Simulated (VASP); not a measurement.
# Mo2Ru3 (P6_3/mmc) in VASP: a series of runs, part 2 of 3

VASP 6.6.1. The steps go on from the part before.

**4. Relaxation of cell and atoms, PBE**

This run uses another cell than the first one, of 15.22 Å³/atom.

File INCAR:

```
ALGO = Fast
EDIFF = 1E-7
EDIFFG = -0.04
ENCUT = 600
GGA = PE
IBRION = 2
ISIF = 3
ISMEAR = 0
LASPH = T
LCHARG = F
LREAL = F
LWAVE = F
NELM = 80
NSW = 90
PREC = Accurate
SIGMA = 0.1
```

File KPOINTS:

```
k-points
0
Gamma
  6 6 1
```

File POSCAR:

```
Mo2Ru3
1.0
    2.8179745300      0.0000000000      0.0000000000
   -1.4089872600      2.4404375300      0.0000000000
    0.0000000000      0.0000000000     22.1291395800
Mo Ru
4 6
Direct
    0.3333333300      0.6666666700      0.6500000000
    0.3333333300      0.6666666700      0.8500000000
    0.6666666700      0.3333333300      0.1500000000
    0.6666666700      0.3333333300      0.3500000000
    0.3333333300      0.6666666700      0.0500000000
    0.3333333300      0.6666666700      0.2500000000
    0.3333333300      0.6666666700      0.4500000000
    0.6666666700      0.3333333300      0.7500000000
    0.6666666700      0.3333333300      0.9500000000
    0.6666666700      0.3333333300      0.5500000000
```

Run with:

```
$ cat potpaw_PBE.64/Mo_sv/POTCAR potpaw_PBE.64/Ru_pv/POTCAR > POTCAR
$ mpirun -np 1 vasp_std > vasp.out
```

Wall time 50 min (1 thread of Intel Xeon 8259CL, shared host); peak memory 0.38 GiB.

It converged, with:

| Quantity | Value |
| --- | --- |
| Free energy | -98.5072 eV |
| Relaxed volume | 14.60 Å³/atom |
| Relaxed cell | a = 2.761 Å, b = 2.761 Å, c = 22.113 Å, α = 90.00°, β = 90.00°, γ = 120.00° |
| Space group after relaxing (to 0.1 Å) | P6_3/mmc (No. 194) |
| Energy gained by relaxing | 29.7 meV/atom |
| Ionic steps | 11 |
| Pressure after relaxing | 0.0 GPa |
| Largest force after relaxing | 0.006 eV/Å |
| Band gap on the k mesh | zero (bands 70 and 71 overlap by 2.38 eV) |

Forces on the atoms (eV/Å):
```
Mo   0.000  0.000 -0.006
Mo   0.000  0.000  0.006
Mo   0.000  0.000 -0.006
Mo   0.000  0.000  0.006
Ru   0.000  0.000 -0.004
Ru   0.000  0.000  0.000
Ru   0.000  0.000  0.004
Ru   0.000  0.000  0.000
Ru   0.000  0.000  0.004
Ru   0.000  0.000 -0.004
```

Stress tensor (GPa, compression positive):
```
-0.03  0.00  0.00
 0.00 -0.03  0.00
 0.00  0.00  0.07
```

Step by step:
| step | energy change (eV) | largest force (eV/Å) | pressure (GPa) | volume (Å³) |
| --- | --- | --- | --- | --- |
| 1 | 0.0000 | 0.5783 | -10.55 | 152.18 |
| 2 | 1.3111 | 0.1806 | 38.26 | 131.15 |
| 3 | -0.2438 | 0.5130 | 0.27 | 145.84 |
| 4 | -0.2442 | 0.5087 | 0.74 | 145.61 |
| 5 | -0.2934 | 0.1629 | 0.28 | 145.80 |
| 6 | -0.2953 | 0.0685 | 0.20 | 145.85 |
| 7 | -0.2954 | 0.0778 | 0.21 | 145.84 |
| 8 | -0.2967 | 0.0262 | -0.43 | 146.20 |
| 9 | -0.2968 | 0.0314 | -0.38 | 146.17 |
| 10 | -0.2965 | 0.0316 | 0.44 | 145.76 |
| 11 | -0.2971 | 0.0057 | 0.00 | 146.00 |

Final structure:
```yaml
crystal:
  lattice:
    - [2.76110, 0.00000, 0.00000]
    - [-1.38055, 2.39118, 0.00000]
    - [0.00000, 0.00000, 22.11280]
  atoms:
    - { symbol: Mo, position: [0.33333, 0.66667, 0.64816] }
    - { symbol: Mo, position: [0.33333, 0.66667, 0.85184] }
    - { symbol: Mo, position: [0.66667, 0.33333, 0.14816] }
    - { symbol: Mo, position: [0.66667, 0.33333, 0.35184] }
    - { symbol: Ru, position: [0.33333, 0.66667, 0.05058] }
    - { symbol: Ru, position: [0.33333, 0.66667, 0.25000] }
    - { symbol: Ru, position: [0.33333, 0.66667, 0.44942] }
    - { symbol: Ru, position: [0.66667, 0.33333, 0.75000] }
    - { symbol: Ru, position: [0.66667, 0.33333, 0.94942] }
    - { symbol: Ru, position: [0.66667, 0.33333, 0.55058] }
```

Levels at points of the mesh, in eV from the Fermi level:
| k point | band 67 | band 68 | band 69 | band 70 | band 71 | band 72 |
| --- | --- | --- | --- | --- | --- | --- |
| (0.00, 0.00, 0.00) | -1.10 | -0.94 | -0.94 | -0.82 | -0.82 | -0.56 |
| (0.50, 0.00, 0.00) | 0.93 | 0.97 | 1.34 | 1.56 | 1.65 | 1.67 |

Caveat: the k points lie up to 0.44 Å⁻¹ apart in the final cell, too coarse for converged energies and pressures of a metal.

**5. Single point, PBE, collinear spin, ferromagnetic start**

File INCAR:

```
SYSTEM = Mo2Ru3
PREC     = Accurate       ! precision mode
ENCUT    = 520            ! plane-wave cutoff, eV
EDIFF    = 1E-7           ! SCF threshold, eV
ISMEAR   = 0              ! smearing method
SIGMA    = 0.1            ! smearing width, eV
LREAL    = .False.        ! projectors in reciprocal space
LASPH    = .True.         ! aspherical terms in the spheres
NELM     = 150            ! most SCF steps
ALGO     = Normal         ! electronic algorithm
ISIF     = 2              ! what is computed and relaxed
LWAVE    = .False.        ! write WAVECAR
LCHARG   = .True.         ! write CHGCAR
ISPIN    = 2              ! spin polarisation
MAGMOM   = 1 1 1 1 1 1 1 1 1 1 ! initial moments
LORBIT   = 11             ! projections on sites
LMAXMIX  = 4              ! l up to which the mixer works
GGA      = PE             ! functional
LELF     = .True.         ! ELF
LVHAR    = .True.       
NBANDS   = 85             ! bands
```

File KPOINTS:

```
Automatic mesh
0
Gamma
  6 6 1
  0 0 0
```

File POSCAR:

```
Mo2Ru3
1.0
    2.7600797388      0.0000000000      0.0000000000
   -1.3800398694      2.3902991702      0.0000000000
    0.0000000000      0.0000000000     22.1105666909
Mo Ru
4 6
Direct
    0.3333333333      0.6666666667      0.6481245784
    0.3333333333      0.6666666667      0.8518754216
    0.6666666667      0.3333333333      0.1481245784
    0.6666666667      0.3333333333      0.3518754216
    0.3333333333      0.6666666667      0.0506622963
    0.3333333333      0.6666666667      0.2500000000
    0.3333333333      0.6666666667      0.4493377037
    0.6666666667      0.3333333333      0.7500000000
    0.6666666667      0.3333333333      0.9493377037
    0.6666666667      0.3333333333      0.5506622963
```

Potentials or basis: VASP PAW PBE potentials, release 64 (Mo_sv, Ru_pv).

Run with:

```
$ cat potpaw_PBE.64/Mo_sv/POTCAR potpaw_PBE.64/Ru_pv/POTCAR > POTCAR
$ mpirun -np 1 vasp_std > vasp.out
```

OUTCAR:

```text
SYSTEM = Mo2Ru3
   PREC = Accurate
   ENCUT = 520
   EDIFF = 1E-7
   ISMEAR = 0
   LREAL = .False.
   LASPH = .True.
   NELM = 150
   ISIF = 2
   ISPIN = 2
   LORBIT = 11
   GGA = PE

 ion  position               nearest neighbor table
   1  0.333  0.667  0.648-  10 2.68  10 2.68  10 2.68   8 2.76   8 2.76   8 2.76
   2  0.333  0.667  0.852-   9 2.68   9 2.68   9 2.68   8 2.76   8 2.76   8 2.76
   3  0.667  0.333  0.148-   5 2.68   5 2.68   5 2.68   6 2.76   6 2.76   6 2.76
   4  0.667  0.333  0.352-   7 2.68   7 2.68   7 2.68   6 2.76   6 2.76   6 2.76
   5  0.333  0.667  0.051-   3 2.68   3 2.68   3 2.68   9 2.75   9 2.75   9 2.75
   6  0.333  0.667  0.250-   3 2.76   4 2.76   3 2.76   4 2.76   3 2.76   4 2.76
   7  0.333  0.667  0.449-   4 2.68   4 2.68   4 2.68  10 2.75  10 2.75  10 2.75
   8  0.667  0.333  0.750-   1 2.76   2 2.76   1 2.76   2 2.76   1 2.76   2 2.76
   9  0.667  0.333  0.949-   2 2.68   2 2.68   2 2.68   5 2.75   5 2.75   5 2.75
  10  0.667  0.333  0.551-   1 2.68   1 2.68   1 2.68   7 2.75   7 2.75   7 2.75

  LATTYP: Found a hexagonal cell.
 ALAT       =     2.7600797388
 C/A-ratio  =     8.0108434478

  Lattice vectors:

 A1 = (   2.7600797388,   0.0000000000,   0.0000000000)
 A2 = (  -1.3800398694,   2.3902991702,   0.0000000000)
 A3 = (   0.0000000000,   0.0000000000,  22.1105666909)

Analysis of symmetry for initial positions (statically):
=====================================================================
 Subroutine PRICEL returns:
 Original cell was already a primitive cell.

 Routine SETGRP: Setting up the symmetry group for a
 hexagonal supercell.

 Subroutine GETGRP returns: Found 24 space group operations
 (whereof 12 operations were pure point group operations)
 out of a pool of 24 trial point group operations.

The static configuration has the point symmetry D_3d.
 The point group associated with its full space group is D_6h.

Analysis of symmetry for dynamics (positions and initial velocities):
=====================================================================
 Subroutine PRICEL returns:
 Original cell was already a primitive cell.

 Routine SETGRP: Setting up the symmetry group for a
 hexagonal supercell.

 Subroutine GETGRP returns: Found 24 space group operations
 (whereof 12 operations were pure point group operations)
 out of a pool of 24 trial point group operations.

The dynamic configuration has the point symmetry D_3d.
 The point group associated with its full space group is D_6h.

Analysis of structural, dynamic, and magnetic symmetry:
=====================================================================
 Subroutine PRICEL returns:
 Original cell was already a primitive cell.

 Routine SETGRP: Setting up the symmetry group for a
 hexagonal supercell.

 Subroutine GETGRP returns: Found 24 space group operations
 (whereof 12 operations were pure point group operations)
 out of a pool of 24 trial point group operations.

The overall configuration has the point symmetry D_3d.
 The point group associated with its full space group is D_6h.

 Subroutine INISYM returns: Found 24 space group operations
 (whereof 12 operations are pure point group operations),
 and found     1 'primitive' translations

----------------------------------------------------------------------------------------

                                     Primitive cell

  volume of cell :     145.8726

[... 108 lines left out ...]
  Fermi-wavevector in a.u.,A,eV,Ry     =   1.614828  3.051582 35.479494  2.607669
  Thomas-Fermi vector in A             =   2.709674
   LORBIT       =     11    0 simple, 1 ext, 2 COOP (PROOUT), +10 PAW based schemes
   GGA     = PE    functional components
   LHFCALC =     F    Hartree Fock is set to
   AEXX    =    0.0000 exact exchange contribution
   IVDW    =     0    specifies the selected vdW correction
   LEPSILON=     F    determine dielectric tensor
   LRPA    =     F    only Hartree local field effects (RPA)
 spin polarized calculation
 Gauss-broadening in eV      SIGMA  =   0.10
  energy-cutoff  :      520.00
  volume of cell :      145.87
 maximum number of plane-waves:      3950
 NGX is ok and might be reduce to    24
   NGX = 11   NGY = 11   NGZ = 83

 number of electron     139.9999981 magnetization       0.0019334

 number of electron     139.9999981 magnetization      -0.0008738

 Free energy of the ion-electron system (eV)
  ---------------------------------------------------
  ext. energy  EPLUGINS =         0.00000000
  ---------------------------------------------------
  free energy    TOTEN  =       -98.49870174 eV

  energy without entropy =      -98.43810208  energy(sigma->0) =      -98.46840191

 E-fermi :  12.1930     XC(G=0): -13.7112

 val. band max:       12.1798355445   @ k =   0.3333   0.3333   0.0000
 cond. band min:      12.2156200005   @ k =   0.0000   0.0000   0.0000
 fundamental gap:      0.0357844560
 Fermi energy:        12.1930137737

 spin component 1

 k-point     1 :       0.0000    0.0000    0.0000
  band No.  band energies     occupation
      1     -48.6021      1.00000
      2     -48.6021      1.00000
      3     -48.6013      1.00000
      4     -48.6013      1.00000
      5     -30.6385      1.00000
      6     -30.6377      1.00000
[... 584 lines left out ...]
     81      14.8779      0.00000
     82      14.8779      0.00000
 Fermi energy:        12.1930137737

 spin component 2

 k-point     1 :       0.0000    0.0000    0.0000
  band No.  band energies     occupation
      1     -48.6021      1.00000
      2     -48.6021      1.00000
      3     -48.6013      1.00000
      4     -48.6013      1.00000
      5     -30.6386      1.00000
      6     -30.6378      1.00000
[... 584 lines left out ...]
     81      14.8778      0.00000
     82      14.8778      0.00000
 [bands above 82 left out]

------------------------ aborting loop because EDIFF is reached ----------------------------------------

  FORCE on cell =-STRESS in cart. coord.  units (eV):
  Direction    XX          YY          ZZ          XY          YZ          ZX
  --------------------------------------------------------------------------------------
  -------------------------------------------------------------------------------------
  Total        0.2760635      0.2760635      0.2837744     -0.0000000      0.0000000     -0.0000000
  in kB        3.0321161      3.0321161      3.1168079     -0.0000000      0.0000000     -0.0000000
  external PRESSURE =       3.0603467 kB  Pullay stress =       0.0000000 kB

 VOLUME and BASIS-vectors are now :
 -----------------------------------------------------------------------------
  energy-cutoff  :      520.00
  volume of cell :      145.87
      direct lattice vectors                 reciprocal lattice vectors
     2.760079739  0.000000000  0.000000000     0.362308373  0.209178837  0.000000000
    -1.380039869  2.390299170  0.000000000     0.000000000  0.418357674  0.000000000
     0.000000000  0.000000000 22.110566691     0.000000000  0.000000000  0.045227244

 POSITION                                       TOTAL-FORCE (eV/Angst)
 -----------------------------------------------------------------------------------
     -0.00000      1.59353     14.33040        -0.000000      0.000000      0.013646
     -0.00000      1.59353     18.83545        -0.000000      0.000000     -0.013646
      1.38004      0.79677      3.27512         0.000000     -0.000000      0.013646
      1.38004      0.79677      7.78016         0.000000     -0.000000     -0.013646
     -0.00000      1.59353      1.12017        -0.000000      0.000000     -0.027373
     -0.00000      1.59353      5.52764         0.000000      0.000000      0.000000
     -0.00000      1.59353      9.93511         0.000000      0.000000      0.027373
      1.38004      0.79677     16.58293        -0.000000     -0.000000      0.000000
      1.38004      0.79677     20.99039         0.000000     -0.000000      0.027373
      1.38004      0.79677     12.17546         0.000000     -0.000000     -0.027373
 -----------------------------------------------------------------------------------
    total drift:                               -0.000001      0.000000     -0.000000

  FREE ENERGIE OF THE ION-ELECTRON SYSTEM (eV)
  ---------------------------------------------------
  free  energy   TOTEN  =       -98.4987017411 eV

  energy  without entropy=      -98.4381020828  energy(sigma->0) =      -98.46840191

 total charge

# of ion       s       p       d       tot
------------------------------------------
    1        2.388   6.197   3.965  12.549
    2        2.388   6.197   3.965  12.549
    3        2.388   6.197   3.965  12.549
    4        2.388   6.197   3.965  12.549
    5        0.398   6.278   5.953  12.629
    6        0.400   6.277   5.963  12.640
    7        0.398   6.278   5.953  12.629
    8        0.400   6.277   5.963  12.640
    9        0.398   6.278   5.953  12.629
   10        0.398   6.278   5.953  12.629
--------------------------------------------------
tot         11.942  62.453  51.597 125.992

 magnetization (x)

# of ion       s       p       d       tot
------------------------------------------
    1        0.000   0.000   0.000   0.000
    2        0.000   0.000   0.000   0.000
    3        0.000   0.000   0.000   0.000
    4        0.000   0.000   0.000   0.000
    5        0.000  -0.000  -0.000  -0.000
    6       -0.000   0.000  -0.000  -0.000
    7        0.000  -0.000  -0.000  -0.000
    8       -0.000   0.000  -0.000  -0.000
    9        0.000  -0.000  -0.000  -0.000
   10        0.000  -0.000  -0.000  -0.000
--------------------------------------------------
tot          0.000   0.000  -0.000  -0.000
```

Wall time 12 min (1 thread of Intel Xeon 8259CL, shared host); peak memory 0.43 GiB.

What came out:

```yaml
Free_energy: -98.4987 eV
Pressure: 0.3 GPa
Largest_force: 0.027 eV/Å
Band_gap_on_the_k_mesh: zero (filled and empty bands overlap)
Net_moment: 0.00 μB per cell
Valence_electrons_inside_the_program's_atomic_spheres: Mo 12.55; Ru 12.63, 12.64 (each value once)
```

Forces in eV/Å, atoms in the order of the input:
```
Mo   0.000  0.000  0.014
Mo   0.000  0.000 -0.014
Mo   0.000  0.000  0.014
Mo   0.000  0.000 -0.014
Ru   0.000  0.000 -0.027
Ru   0.000  0.000  0.000
Ru   0.000  0.000  0.027
Ru   0.000  0.000  0.000
Ru   0.000  0.000  0.027
Ru   0.000  0.000 -0.027
```

Levels at points of the mesh, in eV from the Fermi level:
Spin up:
| k point | band 66 | band 67 | band 68 | band 69 | band 70 | band 71 | band 72 | band 73 |
| --- | --- | --- | --- | --- | --- | --- | --- | --- |
| (0.00, 0.00, 0.00) | -1.16 | -1.10 | -0.95 | -0.95 | -0.82 | -0.82 | -0.55 | -0.55 |
| (0.50, 0.00, 0.00) | 0.58 | 0.94 | 0.97 | 1.35 | 1.57 | 1.66 | 1.67 | 1.77 |
Spin down:
| k point | band 67 | band 68 | band 69 | band 70 | band 71 | band 72 |
| --- | --- | --- | --- | --- | --- | --- |
| (0.00, 0.00, 0.00) | -1.10 | -0.95 | -0.95 | -0.82 | -0.82 | -0.55 |
| (0.50, 0.00, 0.00) | 0.94 | 0.97 | 1.35 | 1.57 | 1.66 | 1.67 |

Caveat: the k points lie up to 0.44 Å⁻¹ apart, too coarse for converged energies and pressures of a metal.

(Continued in part 3 of 3.)

The gap in the log of VASP goes by the Fermi energy; the results here count the filled bands.